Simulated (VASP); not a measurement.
Crystal: CuO.

```
Cu O
1.0
     1.99097   -2.15355    0.00000
     1.99097    2.15355    0.00000
     0.00000    0.00000    5.15593
Cu O
2 2
Direct
  0.50000 0.00000 0.00000
  0.00000 0.50000 0.50000
  0.50000 0.50000 0.25000
  0.50000 0.50000 0.75000
```

```yaml
Program: VASP 6.6.1
Task: relaxation of cell and atoms
Functional: PBEsol
Potentials_or_basis: VASP PAW PBE potentials, release 64 (Cu, O)
Cutoff: 600 eV
k_mesh: 9 × 9 × 5
Occupations: fermi-dirac, width 0.05 eV
Spin: no spin polarisation
Hubbard_terms: Cu d U = 5.0 eV
```

At the start: pressure -8.3 GPa; volume 11.05 Å³/atom.

Q: Where does the relaxation end?

A: Over 12 steps the energy falls by 17.2 meV/atom and the volume is 10.42 Å³/atom (-5.8 %); space group Cccm (No. 66, to 0.1 Å) before and after.

The path:
```csv
step,energy change (eV),largest force (eV/Å),pressure (GPa),volume (Å³)
1,0.0000,0.0000,-8.31,44.21
2,-0.0462,0.0000,5.25,40.64
3,-0.0666,0.0000,-0.03,41.85
4,-0.0666,0.0000,-0.29,41.90
5,-0.0679,0.0000,-0.18,41.83
6,-0.0686,0.0000,-0.12,41.76
7,-0.0682,0.0000,0.08,41.62
8,-0.0687,0.0000,-0.23,41.72
9,-0.0687,0.0000,-0.32,41.71
10,-0.0686,0.0000,0.42,41.54
11,-0.0687,0.0000,0.11,41.66
12,-0.0687,0.0000,-0.05,41.67
```

Final structure:
```yaml
crystal:
  lattice:
    - [1.95350, -2.09921, 0.00000]
    - [1.95350, 2.09921, 0.00000]
    - [0.00000, 0.00000, 5.08058]
  atoms:
    - { symbol: Cu, position: [0.50000, 0.00000, 0.00000] }
    - { symbol: Cu, position: [0.00000, 0.50000, 0.50000] }
    - { symbol: O, position: [0.50000, 0.50000, 0.25000] }
    - { symbol: O, position: [0.50000, 0.50000, 0.75000] }
```

Caveat: the PAW data sets were made with another functional, which shifts forces and pressure a little; U without spin polarisation on a metal has little footing.
